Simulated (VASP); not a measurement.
# HfC (P1) in VASP: single point with PBE

Aim: the single point of HfC with PBE.

Program: VASP 6.6.1. These are calculated values, not measurements. Logs are shortened: lines on timing, memory, paths and dates and some standing lists are left out, and cuts for length are marked.

### Step 1. The cell of the first run

The typed cell holds 4 atoms: a = 3.292 Å, b = 3.297 Å, c = 4.633 Å, α = 90.07°, β = 89.75°, γ = 89.92°.

### Step 2. Single point, PBE

Input file INCAR:

```
SYSTEM = HfC
  PREC = Accurate
  ENCUT = 520
  EDIFF = 1E-6
  ISMEAR = 1
  SIGMA = 0.15
  LREAL = .False.
  LASPH = .True.
  NELM = 120
  ALGO = Normal
  ISIF = 2
  LWAVE = .False.
  LCHARG = .True.
  GGA = PE
  LELF = .True.
  LVHAR = .True.
  NBANDS = 22
  GGA_COMPAT = .False.
```

Input file KPOINTS:

```
regular mesh
0
Gamma
  4 4 3
  0 0 0
```

Input file POSCAR:

```
HfC
1.0
   -2.3260450000      0.0072320000      2.3291310000
    2.3297950000     -0.0021200000      2.3328810000
   -0.0093510000      4.6327430000      0.0051120000
C Hf
2 2
Direct
   -0.0225831893      0.0158830209      1.0072395541
    0.5186502057      0.4940334787      0.4957770100
    0.9962594446     -0.0062477005      0.5016403471
    0.4967722960      0.5052183179      0.0076350891
```

Potentials or basis: VASP PAW PBE potentials, release 64 (C, Hf_pv).

Launch:

```console
$ cat potpaw_PBE.64/C/POTCAR potpaw_PBE.64/Hf_pv/POTCAR > POTCAR
$ mpirun -np 1 vasp_std > vasp.out
```

OUTCAR:

```text
SYSTEM = HfC
   PREC = Accurate
   ENCUT = 520
   EDIFF = 1E-6
   ISMEAR = 1
   LREAL = .False.
   LASPH = .True.
   NELM = 120
   ISIF = 2
   GGA = PE

 ion  position               nearest neighbor table
   1  0.977  0.016  0.007-   4 2.26   3 2.29   4 2.31   3 2.34   4 2.35   4 2.40
   2  0.519  0.494  0.496-   4 2.26   3 2.28   3 2.28   4 2.37   3 2.38   3 2.38
   3  0.996  0.994  0.502-   2 2.28   2 2.28   1 2.29   1 2.34   2 2.38   2 2.38   4 3.24   4 3.25
                             4 3.28   4 3.28   4 3.29   4 3.29   4 3.32   4 3.33
   4  0.497  0.505  0.008-   1 2.26   2 2.26   1 2.31   1 2.35   2 2.37   1 2.40   3 3.24   3 3.25
                             3 3.28   3 3.28   3 3.29   3 3.29   3 3.32   3 3.33

  LATTYP: Found a triclinic cell.
 ALAT       =     4.6558509027
 B/A-ratio  =     0.7081436435
 C/A-ratio  =     1.2231752674
 COS(alpha) =     0.0002833119
 COS(beta)  =     0.4113894252
 COS(gamma) =     0.7072080248

  Lattice vectors:

 A1 = (   4.6558400000,  -0.0093520000,   0.0037500000)
 A2 = (   2.3297950000,  -0.0021200000,   2.3328810000)
 A3 = (   2.3353960000,  -4.6399750000,  -2.3342430000)

Analysis of symmetry for initial positions (statically):
=====================================================================
 Subroutine PRICEL returns:
 Original cell was already a primitive cell.

 Routine SETGRP: Setting up the symmetry group for a
 triclinic supercell.

 Subroutine GETGRP returns: Found  1 space group operations
 (whereof  1 operations were pure point group operations)
 out of a pool of  2 trial point group operations.

The static configuration has the point symmetry C_1 .

Analysis of symmetry for dynamics (positions and initial velocities):
=====================================================================
 Subroutine PRICEL returns:
 Original cell was already a primitive cell.

 Routine SETGRP: Setting up the symmetry group for a
 triclinic supercell.

 Subroutine GETGRP returns: Found  1 space group operations
 (whereof  1 operations were pure point group operations)
 out of a pool of  2 trial point group operations.

The dynamic configuration has the point symmetry C_1 .

 Subroutine INISYM returns: Found  1 space group operations
 (whereof  1 operations are pure point group operations),
 and found     1 'primitive' translations

----------------------------------------------------------------------------------------

                                     Primitive cell

  volume of cell :      50.2779

  direct lattice vectors                    reciprocal lattice vectors
    -2.326045000  0.007232000  2.329131000    -0.214958267 -0.000670766  0.214673305
     2.329795000 -0.002120000  2.332881000     0.214611781  0.000196686  0.214326819
    -0.009351000  4.632743000  0.005112000     0.000433772  0.215855977 -0.000237040

  length of vectors
     3.291715185  3.297011222  4.632755258     0.303796205  0.303305523  0.215856543

  position of ions in fractional coordinates (direct lattice)
     0.977416811  0.015883021  0.007239554
     0.518650206  0.494033479  0.495777010
     0.996259445  0.993752300  0.501640347
     0.496772296  0.505218318  0.007635089

  ion indices of the primitive-cell ions
   primitive index   ion index
                 1           1
                 2           2
                 3           3
                 4           4

----------------------------------------------------------------------------------------

 KPOINTS: regular mesh

Automatic generation of k-mesh.
 Grid dimensions read from file:
 generate k-points for:    4    4    3

 Generating k-lattice:

  Cartesian coordinates                     Fractional coordinates (reciprocal lattice)
    -0.053739567 -0.000167691  0.053668326     0.250000000  0.000000000 -0.000000000
     0.053652945  0.000049172  0.053581705     0.000000000  0.250000000  0.000000000
     0.000144591  0.071951992 -0.000079013     0.000000000 -0.000000000  0.333333333

  Length of vectors
     0.075949051  0.075826381  0.071952181

  Shift w.r.t. Gamma in fractional coordinates (k-lattice)
     0.000000000  0.000000000  0.000000000

 Subroutine IBZKPT returns following result:
 ===========================================

 Found     26 irreducible k-points:

 Following reciprocal coordinates:
            Coordinates               Weight
  0.000000  0.000000  0.000000      1.000000
  0.250000  0.000000 -0.000000      2.000000
  0.500000  0.000000 -0.000000      1.000000
  0.000000  0.250000  0.000000      2.000000
  0.250000  0.250000 -0.000000      2.000000
  0.500000  0.250000 -0.000000      2.000000
[... 16 lines left out ...]
 -0.000000 -0.250000  0.333333      2.000000
  0.250000 -0.250000  0.333333      2.000000
 [... further k-points ...]
   k-points           NKPTS =     26   k-points in BZ     NKDIM =     26   number of bands    NBANDS=     22
   number of dos      NEDOS =    301   number of ions     NIONS =      4
   total plane-waves  NPLWV =  24192
   dimension x,y,z NGX =    24 NGY =   28 NGZ =   36
   dimension x,y,z NGXF=    48 NGYF=   56 NGZF=   72
   ions per type =               2   2
   NGX,Y,Z   is equivalent  to a cutoff of  12.12, 14.12, 12.92 a.u.
   NGXF,Y,Z  is equivalent  to a cutoff of  24.24, 28.24, 25.84 a.u.
 SYSTEM =  HfC
   PREC   = accura    normal or accurate (medium, high low for compatibility)
   ISTART =      0    job   : 0-new  1-cont  2-samecut
   ICHARG =      2    charge: 1-file 2-atom 10-const
   ISPIN  =      1    spin polarized calculation?
   LNONCOLLINEAR =      F non collinear calculations
   LSORBIT =      F    spin-orbit coupling
   LASPH  =      T    aspherical Exc in radial PAW
   ENCUT  =  520.0 eV  38.22 Ry    6.18 a.u.   6.12  6.13  8.61*2*pi/ulx,y,z
   NELM   =    120;   NELMIN=  2; NELMDL= -5     # of ELM steps
   EDIFF  = 0.1E-05   stopping-criterion for ELM
   LREAL  =      F    real-space projection
   EDIFFG = 0.1E-04   stopping-criterion for IOM
   NSW    =      0    number of steps for IOM
   IBRION =     -1    ionic relax: 0-MD 1-quasi-New 2-CG
   NFREE  =      0    steps in history (QN), initial steepest desc. (CG)
   ISIF   =      2    stress and relaxation
   ISYM   =      2    0-nonsym 1-usesym 2-fastsym
   POTIM  = 0.5000    time-step for ionic-motion
   TEBEG  =    0.0;   TEEND  =   0.0 temperature during run
   PSTRESS=    0.0 pullay stress
   NELECT =      28.0000    total number of electrons
   NUPDOWN=      -1.0000    fix difference up-down
   EMIN   =  10.00;   EMAX   =-10.00  energy-range for DOS
   EFERMI =   0.00;   METHOD = LEGACY
   ISMEAR =     1;   SIGMA  =   0.15  broadening in eV -4-tet -1-fermi 0-gaus
   EFERMI_NEDOS =   21; number of points for ismear=-14 and -15
   IALGO  =     38    algorithm
   IMIX   =      4    mixing-type and parameters
     AMIX     =   0.40;   BMIX     =  1.00
     AMIX_MAG =   1.60;   BMIX_MAG =  1.00
  volume/ion in A,a.u.               =      12.57        84.82
  Fermi-wavevector in a.u.,A,eV,Ry     =   1.346899  2.545271 24.682845  1.814138
  Thomas-Fermi vector in A             =   2.474694
   LORBIT       =      0    0 simple, 1 ext, 2 COOP (PROOUT), +10 PAW based schemes
   GGA     = PE    functional components
   LHFCALC =     F    Hartree Fock is set to
   AEXX    =    0.0000 exact exchange contribution
   IVDW    =     0    specifies the selected vdW correction
   LEPSILON=     F    determine dielectric tensor
   LRPA    =     F    only Hartree local field effects (RPA)
 non-spin polarized calculation
 Methfessel and Paxton  Order N= 1 SIGMA  =   0.15
  energy-cutoff  :      520.00
  volume of cell :       50.28
 maximum number of plane-waves:      1384
   NGX = 13   NGY = 13   NGZ = 17

 number of electron      28.0000002 magnetization

 Free energy of the ion-electron system (eV)
  ---------------------------------------------------
  ext. energy  EPLUGINS =         0.00000000
  ---------------------------------------------------
  free energy    TOTEN  =       -42.00920117 eV

  energy without entropy =      -42.00890239  energy(sigma->0) =      -42.00910158

 E-fermi :   5.7528     XC(G=0): -12.2851

 val. band max:        5.7419713510   @ k =   0.0000   0.0000   0.0000
 cond. band min:       5.8013124253   @ k =   0.5000   0.5000  -0.0000
 fundamental gap:      0.0593410743
 Fermi energy:         5.7528088220

 k-point     1 :       0.0000    0.0000    0.0000
  band No.  band energies     occupation
      1     -24.1863      2.00000
      2     -23.8376      2.00000
      3     -23.8358      2.00000
      4     -23.6015      2.00000
      5     -23.5985      2.00000
      6     -23.5886      2.00000
[... 14 lines left out ...]
     21      11.3242      0.00000
     22      12.7095      0.00000

 k-point     2 :       0.2500    0.0000   -0.0000
  band No.  band energies     occupation
      1     -24.0859      2.00000
      2     -23.9849      2.00000
      3     -23.8224      2.00000
      4     -23.7785      2.00000
      5     -23.6611      2.00000
      6     -23.6099      2.00000
[... 14 lines left out ...]
     21      12.1586      0.00000
     22      13.2713      0.00000

 k-point     3 :       0.5000    0.0000   -0.0000
  band No.  band energies     occupation
      1     -24.0883      2.00000
      2     -24.0777      2.00000
      3     -23.8623      2.00000
      4     -23.8518      2.00000
      5     -23.6766      2.00000
      6     -23.6663      2.00000
[... 14 lines left out ...]
     21      12.5899      0.00000
     22      12.6769      0.00000
[... 476 lines left out ...]
 k-point    23 :      -0.0000   -0.2500    0.3333
  band No.  band energies     occupation
      1     -24.1445      2.00000
      2     -24.0051      2.00000
      3     -23.7829      2.00000
      4     -23.7395      2.00000
      5     -23.6537      2.00000
      6     -23.6279      2.00000
[... 14 lines left out ...]
     21      13.6184      0.00000
     22      14.0397      0.00000

 k-point    24 :       0.2500   -0.2500    0.3333
  band No.  band energies     occupation
      1     -24.0877      2.00000
      2     -24.0312      2.00000
      3     -23.9426      2.00000
      4     -23.7910      2.00000
      5     -23.7158      2.00000
      6     -23.6502      2.00000
[... 14 lines left out ...]
     21      12.0332      0.00000
     22      13.0444      0.00000

 [... further k-points ...]
[... 5 lines left out ...]
  --------------------------------------------------------------------------------------
  -------------------------------------------------------------------------------------
  Total       -0.0203914     -0.0286584     -0.4504461      0.2610081     -0.1046768      0.1812924
  in kB       -0.6498006     -0.9132398    -14.3541128      8.3173973     -3.3356778      5.7771419
  external PRESSURE =      -5.3057178 kB  Pullay stress =       0.0000000 kB

 VOLUME and BASIS-vectors are now :
 -----------------------------------------------------------------------------
  energy-cutoff  :      520.00
  volume of cell :       50.28
      direct lattice vectors                 reciprocal lattice vectors
    -2.326045000  0.007232000  2.329131000    -0.214958267 -0.000670766  0.214673305
     2.329795000 -0.002120000  2.332881000     0.214611781  0.000196686  0.214326819
    -0.009351000  4.632743000  0.005112000     0.000433772  0.215855977 -0.000237040

 POSITION                                       TOTAL-FORCE (eV/Angst)
 -----------------------------------------------------------------------------------
     -2.23658      0.04057      2.31362        -0.670095     -0.204251      0.024670
     -0.06004      2.29951      2.36306         0.536752      0.539079     -0.246711
     -0.00680      2.32907      4.64129         0.327860      0.194473      0.222560
      0.02147      0.03789      2.33570        -0.194517     -0.529300     -0.000519
 -----------------------------------------------------------------------------------
    total drift:                               -0.000144     -0.000009     -0.000153

  FREE ENERGIE OF THE ION-ELECTRON SYSTEM (eV)
  ---------------------------------------------------
  free  energy   TOTEN  =       -42.0092011712 eV

  energy  without entropy=      -42.0089023887  energy(sigma->0) =      -42.00910158
```

It took 36 s on 1 thread of Intel Xeon 8259CL, shared host; peak memory 0.17 GiB.

Results:

- Free energy: -42.0092 eV
- Pressure: -0.5 GPa
- Largest force: 0.800 eV/Å
- Band gap on the k mesh: zero (bands 14 and 15 overlap by 1.32 eV)

Forces in eV/Å, atoms in the order of the input:
```
C   -0.670 -0.204  0.025
C    0.537  0.539 -0.247
Hf   0.328  0.194  0.223
Hf  -0.195 -0.529 -0.001
```

Levels at points of the mesh, in eV from the Fermi level:
| k point | band 11 | band 12 | band 13 | band 14 | band 15 | band 16 | band 17 | band 18 |
| --- | --- | --- | --- | --- | --- | --- | --- | --- |
| (0.00, 0.00, 0.00) | -0.05 | -0.01 | 1.06 | 1.15 | 1.23 | 1.60 | 1.64 | 1.78 |
| (0.50, 0.00, 0.00) | -2.51 | -2.49 | -2.38 | -2.01 | 3.81 | 3.89 | 4.55 | 5.25 |
| (0.00, 0.50, 0.00) | -2.48 | -2.45 | -2.35 | -2.07 | 3.79 | 4.00 | 4.65 | 5.14 |
| (0.50, 0.50, 0.00) | -1.68 | -1.56 | 0.05 | 0.07 | 0.13 | 0.22 | 5.51 | 5.51 |

Caveat: the k points lie up to 0.48 Å⁻¹ apart, too coarse for converged energies and pressures of a metal; spin-orbit coupling is left out, which moves the levels of the heavy elements.
